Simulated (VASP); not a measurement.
Write the native input for VASP 6.6.1 that does the following.

```yaml
Task: single point
Functional: BLYP
Potentials_or_basis: VASP PAW PBE potentials, release 64 (Gd)
Cutoff: 520 eV
k_mesh: 13 × 13 × 7
Occupations: fermi-dirac, width 0.05 eV
Spin: collinear spin, antiferromagnetic start
Starting_moments: "[7.19, -7.19] μB"
Dipole_correction: no
Further_INCAR_settings: ALGO = Normal; EDIFF = 1e-06; NBANDS = 29
```

The structure of Gd lies in POSCAR:

```
Gd
1.0
    3.8195775590      0.0000000000      0.0000000000
   -1.9097887795      3.3078511979      0.0000000000
    0.0000000000      0.0000000000      6.0660091456
Gd
2
Direct
    0.3333333333      0.6666666667      0.2500000000
    0.6666666667      0.3333333333      0.7500000000
```

The input as run:

INCAR

```
PREC = Accurate
ENCUT = 520
EDIFF = 1E-6
ISMEAR = -1
SIGMA = 0.05
LREAL = False
LASPH = True
NELM = 150
ALGO = Normal
ISIF = 2
LWAVE = False
LCHARG = False
ISPIN = 2
MAGMOM = 7.19 -7.19
LORBIT = 11
LMAXMIX = 6
GGA = B5
ALDAX = 1.0
AGGAX = 1.0
AGGAC = 1.0
ALDAC = 0.0
NBANDS = 29
```

KPOINTS

```
regular mesh
0
Gamma
  13 13 7
```

Potentials or basis: VASP PAW PBE potentials, release 64 (Gd).

The run is started by

```bash
$ cat potpaw_PBE.64/Gd/POTCAR > POTCAR
$ mpirun -np 1 vasp_std > vasp.out
```

Results of the run:

The pressure is -2.8 GPa and the band gap on the k mesh is zero (filled and empty bands overlap). The net moment is 0.00 μB per cell, the site moments are Gd +6.87, -6.87 μB and the valence electrons inside the program's atomic spheres are Gd 15.19.

Caveat: the antiferromagnetic order is the one typed at the start, and another may lie lower; the PAW data sets were made with another functional, which shifts forces and pressure a little; spin-orbit coupling is left out, which moves the levels of the heavy elements; semilocal functionals describe open f shells poorly, which spoils levels, moments and volumes.

Run time: 12 min on 1 thread of Intel(R) Xeon(R) Platinum 8259CL CPU @ 2.50GHz (Skylake/Cascade Lake), on a shared host, peak memory 0.42 GiB.
